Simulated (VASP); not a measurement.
# Ti (Im-3m) in VASP: notebook

Runs on Ti. Level: PBEsol. Tasks: single point, relaxation of cell and atoms.

Everything below comes from runs of VASP 6.6.1. Logs are shortened: lines on timing, memory, paths and dates and some standing lists are left out, and cuts for length are marked.

**1. The cell of the first run**

Symmetry: Im-3m, No. 229, cubic system. The conventional cell has a = 3.256 Å, b = 3.256 Å, c = 3.256 Å, α = 90.00°, β = 90.00°, γ = 90.00°. Within 3.7 Å of Ti (site symmetry m-3m) lie 14 Ti at 2.82 to 3.26 Å.

**2. Single point, PBEsol (volume scaled by 1.04)**

File INCAR:

```
SYSTEM = Ti
ALGO = Normal
EDIFF = 1E-6
ENCUT = 520
GGA = PS
ISIF = 2
ISMEAR = -1
LASPH = .True.
LCHARG = .False.
LREAL = .False.
LWAVE = .False.
NBANDS = 12
NELM = 60
PREC = Accurate
SIGMA = 0.1
```

File KPOINTS:

```
k-points
0
Gamma
  15 15 15
  0 0 0
```

File POSCAR:

```
Ti
1.0
   -1.6281653945      1.6281653945      1.6281653945
    1.6281653945     -1.6281653945      1.6281653945
    1.6281653945      1.6281653945     -1.6281653945
Ti
1
Direct
    0.0000000000      0.0000000000      0.0000000000
```

Potentials or basis: VASP PAW PBE potentials, release 64 (Ti_sv).

On the command line:

```console
$ cat potpaw_PBE.64/Ti_sv/POTCAR > POTCAR
$ mpirun -np 1 vasp_std > vasp.out
```

OUTCAR:

```text
SYSTEM = Ti
   EDIFF = 1E-6
   ENCUT = 520
   GGA = PS
   ISIF = 2
   ISMEAR = -1
   LASPH = .True.
   LREAL = .False.
   NELM = 60
   PREC = Accurate

 ion  position               nearest neighbor table
   1  0.000  0.000  0.000-

  LATTYP: Found a body centered cubic cell.
 ALAT       =     3.2563307890

  Lattice vectors:

 A1 = (  -1.6281653945,   1.6281653945,   1.6281653945)
 A2 = (   1.6281653945,  -1.6281653945,   1.6281653945)
 A3 = (   1.6281653945,   1.6281653945,  -1.6281653945)

Analysis of symmetry for initial positions (statically):
=====================================================================
 Subroutine PRICEL returns:
 Original cell was already a primitive cell.

 Routine SETGRP: Setting up the symmetry group for a
 body centered cubic supercell.

 Subroutine GETGRP returns: Found 48 space group operations
 (whereof 48 operations were pure point group operations)
 out of a pool of 48 trial point group operations.

The static configuration has the point symmetry O_h .

Analysis of symmetry for dynamics (positions and initial velocities):
=====================================================================
 Subroutine PRICEL returns:
 Original cell was already a primitive cell.

 Routine SETGRP: Setting up the symmetry group for a
 body centered cubic supercell.

 Subroutine GETGRP returns: Found 48 space group operations
 (whereof 48 operations were pure point group operations)
 out of a pool of 48 trial point group operations.

The dynamic configuration has the point symmetry O_h .

 Subroutine INISYM returns: Found 48 space group operations
 (whereof 48 operations are pure point group operations),
 and found     1 'primitive' translations

----------------------------------------------------------------------------------------

                                     Primitive cell

  volume of cell :      17.2646

  direct lattice vectors                    reciprocal lattice vectors
    -1.628165395  1.628165395  1.628165395     0.000000000  0.307094108  0.307094108
     1.628165395 -1.628165395  1.628165395     0.307094108  0.000000000  0.307094108
     1.628165395  1.628165395 -1.628165395     0.307094108  0.307094108  0.000000000

  length of vectors
     2.820065186  2.820065186  2.820065186     0.434296653  0.434296653  0.434296653

  position of ions in fractional coordinates (direct lattice)
     0.000000000  0.000000000  0.000000000

  ion indices of the primitive-cell ions
   primitive index   ion index
                 1           1

----------------------------------------------------------------------------------------

 KPOINTS: k-points

Automatic generation of k-mesh.
 Grid dimensions read from file:
 generate k-points for:   15   15   15

 Generating k-lattice:

  Cartesian coordinates                     Fractional coordinates (reciprocal lattice)
     0.000000000  0.020472941  0.020472941     0.066666667  0.000000000  0.000000000
     0.020472941  0.000000000  0.020472941     0.000000000  0.066666667  0.000000000
     0.020472941  0.020472941  0.000000000     0.000000000  0.000000000  0.066666667

  Length of vectors
     0.028953110  0.028953110  0.028953110

  Shift w.r.t. Gamma in fractional coordinates (k-lattice)
     0.000000000  0.000000000  0.000000000

 Subroutine IBZKPT returns following result:
 ===========================================

 Found    120 irreducible k-points:

 Following reciprocal coordinates:
            Coordinates               Weight
  0.000000  0.000000  0.000000      1.000000
  0.066667  0.000000  0.000000     12.000000
  0.133333  0.000000  0.000000     12.000000
  0.200000  0.000000  0.000000     12.000000
  0.266667  0.000000  0.000000     12.000000
  0.333333  0.000000  0.000000     12.000000
[... 16 lines left out ...]
  0.333333  0.200000 -0.000000     48.000000
  0.400000  0.200000  0.000000     24.000000
 [... further k-points ...]
   k-points           NKPTS =    120   k-points in BZ     NKDIM =    120   number of bands    NBANDS=     12
   number of dos      NEDOS =    301   number of ions     NIONS =      1
   total plane-waves  NPLWV =  13824
   dimension x,y,z NGX =    24 NGY =   24 NGZ =   24
   dimension x,y,z NGXF=    48 NGYF=   48 NGZF=   48
   ions per type =               1
   NGX,Y,Z   is equivalent  to a cutoff of  14.15, 14.15, 14.15 a.u.
   NGXF,Y,Z  is equivalent  to a cutoff of  28.30, 28.30, 28.30 a.u.
 SYSTEM =  Ti
   PREC   = accura    normal or accurate (medium, high low for compatibility)
   ISTART =      0    job   : 0-new  1-cont  2-samecut
   ICHARG =      2    charge: 1-file 2-atom 10-const
   ISPIN  =      1    spin polarized calculation?
   LNONCOLLINEAR =      F non collinear calculations
   LSORBIT =      F    spin-orbit coupling
   LASPH  =      T    aspherical Exc in radial PAW
   ENCUT  =  520.0 eV  38.22 Ry    6.18 a.u.   5.24  5.24  5.24*2*pi/ulx,y,z
   NELM   =     60;   NELMIN=  2; NELMDL= -5     # of ELM steps
   EDIFF  = 0.1E-05   stopping-criterion for ELM
   LREAL  =      F    real-space projection
   EDIFFG = 0.1E-04   stopping-criterion for IOM
   NSW    =      0    number of steps for IOM
   IBRION =     -1    ionic relax: 0-MD 1-quasi-New 2-CG
   NFREE  =      0    steps in history (QN), initial steepest desc. (CG)
   ISIF   =      2    stress and relaxation
   ISYM   =      2    0-nonsym 1-usesym 2-fastsym
   POTIM  = 0.5000    time-step for ionic-motion
   TEBEG  =    0.0;   TEEND  =   0.0 temperature during run
   PSTRESS=    0.0 pullay stress
   NELECT =      12.0000    total number of electrons
   NUPDOWN=      -1.0000    fix difference up-down
   EMIN   =  10.00;   EMAX   =-10.00  energy-range for DOS
   EFERMI =   0.00;   METHOD = LEGACY
   ISMEAR =    -1;   SIGMA  =   0.10  broadening in eV -4-tet -1-fermi 0-gaus
   EFERMI_NEDOS =   21; number of points for ismear=-14 and -15
   IALGO  =     38    algorithm
   IMIX   =      4    mixing-type and parameters
     AMIX     =   0.40;   BMIX     =  1.00
     AMIX_MAG =   1.60;   BMIX_MAG =  1.00
  volume/ion in A,a.u.               =      17.26       116.51
  Fermi-wavevector in a.u.,A,eV,Ry     =   1.450163  2.740410 28.612669  2.102972
  Thomas-Fermi vector in A             =   2.567806
   LORBIT       =      0    0 simple, 1 ext, 2 COOP (PROOUT), +10 PAW based schemes
   GGA     = PS    functional components
   LHFCALC =     F    Hartree Fock is set to
   AEXX    =    0.0000 exact exchange contribution
   IVDW    =     0    specifies the selected vdW correction
   LEPSILON=     F    determine dielectric tensor
   LRPA    =     F    only Hartree local field effects (RPA)
 non-spin polarized calculation
  energy-cutoff  :      520.00
  volume of cell :       17.26
 maximum number of plane-waves:       478
 NGX is ok and might be reduce to    24
   NGX = 11   NGY = 11   NGZ = 11

 number of electron      11.9999997 magnetization

 Free energy of the ion-electron system (eV)
  ---------------------------------------------------
  ext. energy  EPLUGINS =         0.00000000
  ---------------------------------------------------
  free energy    TOTEN  =        -8.26183565 eV

  energy without entropy =       -8.18540374  energy(sigma->0) =       -8.22361969

 E-fermi :   8.0201     XC(G=0): -11.6603

 val. band max:        8.0160584305   @ k =  -0.3333  -0.4667   0.0667
 cond. band min:       8.0216199927   @ k =   0.2667   0.2000   0.0000
 fundamental gap:      0.0055615622
 Fermi energy:         8.0201012809

 k-point     1 :       0.0000    0.0000    0.0000
  band No.  band energies     occupation
      1     -48.2636      2.00000
      2     -24.2070      2.00000
      3     -24.2070      2.00000
      4     -24.2070      2.00000
      5       2.0528      2.00000
      6       9.0097      0.00010
      7       9.0097      0.00010
      8       9.0097      0.00010
      9      10.7954      0.00000
     10      10.7954      0.00000
     11      25.4815      0.00000
     12      25.4815      0.00000

 k-point     2 :       0.0667    0.0000    0.0000
  band No.  band energies     occupation
      1     -48.2577      2.00000
      2     -24.2383      2.00000
      3     -24.2166      2.00000
      4     -24.2072      2.00000
      5       2.2061      2.00000
      6       8.9394      0.00020
      7       8.9901      0.00012
      8       9.1217      0.00003
      9      10.7135      0.00000
     10      10.7995      0.00000
     11      25.2526      0.00000
     12      25.4667      0.00000

 k-point     3 :       0.1333    0.0000    0.0000
  band No.  band energies     occupation
      1     -48.2411      2.00000
      2     -24.3264      2.00000
      3     -24.2438      2.00000
      4     -24.2078      2.00000
      5       2.6501      2.00000
      6       8.7465      0.00140
      7       8.8958      0.00031
      8       9.4486      0.00000
      9      10.5499      0.00000
     10      10.8160      0.00000
     11      24.4997      0.00000
     12      25.2489      0.00000
[... 286 lines left out ...]
 k-point    23 :       0.3333    0.2000   -0.0000
  band No.  band energies     occupation
      1     -48.1204      2.00000
      2     -24.8048      2.00000
      3     -24.5052      2.00000
      4     -24.2748      2.00000
      5       6.2694      2.00000
      6       7.5698      1.97809
      7       8.0571      0.81723
      8      10.6838      0.00000
      9      11.2482      0.00000
     10      13.4793      0.00000
     11      17.4214      0.00000
     12      19.5777      0.00000

 k-point    24 :       0.4000    0.2000    0.0000
  band No.  band energies     occupation
      1     -48.1155      2.00000
      2     -24.8161      2.00000
      3     -24.5242      2.00000
      4     -24.2761      2.00000
      5       6.3281      2.00000
      6       7.5970      1.97135
      7       8.1157      0.55549
      8      10.7328      0.00000
      9      11.2907      0.00000
     10      13.9185      0.00000
     11      16.7076      0.00000
     12      19.3862      0.00000

 [... further k-points ...]
[... 5 lines left out ...]
  --------------------------------------------------------------------------------------
  -------------------------------------------------------------------------------------
  Total       -0.4676790     -0.4676790     -0.4676790     -0.0000000     -0.0000000      0.0000000
  in kB      -43.4013194    -43.4013194    -43.4013194     -0.0000000     -0.0000000      0.0000000
  external PRESSURE =     -43.4013194 kB  Pullay stress =       0.0000000 kB

 VOLUME and BASIS-vectors are now :
 -----------------------------------------------------------------------------
  energy-cutoff  :      520.00
  volume of cell :       17.26
      direct lattice vectors                 reciprocal lattice vectors
    -1.628165395  1.628165395  1.628165395     0.000000000  0.307094108  0.307094108
     1.628165395 -1.628165395  1.628165395     0.307094108  0.000000000  0.307094108
     1.628165395  1.628165395 -1.628165395     0.307094108  0.307094108  0.000000000

 POSITION                                       TOTAL-FORCE (eV/Angst)
 -----------------------------------------------------------------------------------
      0.00000      0.00000      0.00000        -0.000000     -0.000000      0.000000
 -----------------------------------------------------------------------------------
    total drift:                                0.000000      0.000000     -0.000000

  FREE ENERGIE OF THE ION-ELECTRON SYSTEM (eV)
  ---------------------------------------------------
  free  energy   TOTEN  =        -8.2618356500 eV

  energy  without entropy=       -8.1854037381  energy(sigma->0) =       -8.22361969
```

It took 24 s on 1 thread of Intel Xeon 8259CL, shared host; peak memory 0.15 GiB.

Results:

| Property | Result |
| --- | --- |
| Free energy | -8.2618 eV |
| Pressure | -4.3 GPa |
| Band gap on the k mesh | zero (band 6 reaches 9.01 eV, above the bottom of band 7 at 7.36 eV) |

Caveat: the PAW data sets were made with another functional, which shifts forces and pressure a little.

**3. Single point, PBEsol (volume scaled by 1.08)**

File INCAR:

```
SYSTEM = Ti
PREC = Accurate
ENCUT = 520
EDIFF = 1E-6
ISMEAR = -1
SIGMA = 0.1
LREAL = .FALSE.
LASPH = .TRUE.
NELM = 80
ALGO = Normal
ISIF = 2
LWAVE = .FALSE.
LCHARG = .TRUE.
GGA = PS
LELF = .TRUE.
LVHAR = .TRUE.
NBANDS = 12
```

File KPOINTS:

```
Automatic mesh
0
G
  15 15 15
  0 0 0
```

File POSCAR:

```
Ti
1.0
   -1.6487772712      1.6487772712      1.6487772712
    1.6487772712     -1.6487772712      1.6487772712
    1.6487772712      1.6487772712     -1.6487772712
Ti
1
Direct
    0.0000000000      0.0000000000      0.0000000000
```

Potentials or basis: VASP PAW PBE potentials, release 64 (Ti_sv).

On the command line:

```console
$ cat potpaw_PBE.64/Ti_sv/POTCAR > POTCAR
$ mpirun -np 1 vasp_std > vasp.out
```

Run time: 27 s. Hardware: 1 thread of Intel Xeon 8259CL, shared host; peak memory 0.15 GiB.

The run converged. Its results:

- Free energy: -8.2369 eV
- Pressure: -7.7 GPa
- Band gap on the k mesh: zero (band 6 reaches 8.59 eV, above the bottom of band 7 at 7.00 eV)

Levels at points of the mesh, in eV from the Fermi level:
```
           k point  band 4  band 5  band 6  band 7  band 8  band 9
(0.00, 0.00, 0.00)  -32.35   -5.88    0.95    0.95    0.95    2.66
```

Caveat: the PAW data sets were made with another functional, which shifts forces and pressure a little.

(Continued in part 2 of 2.)
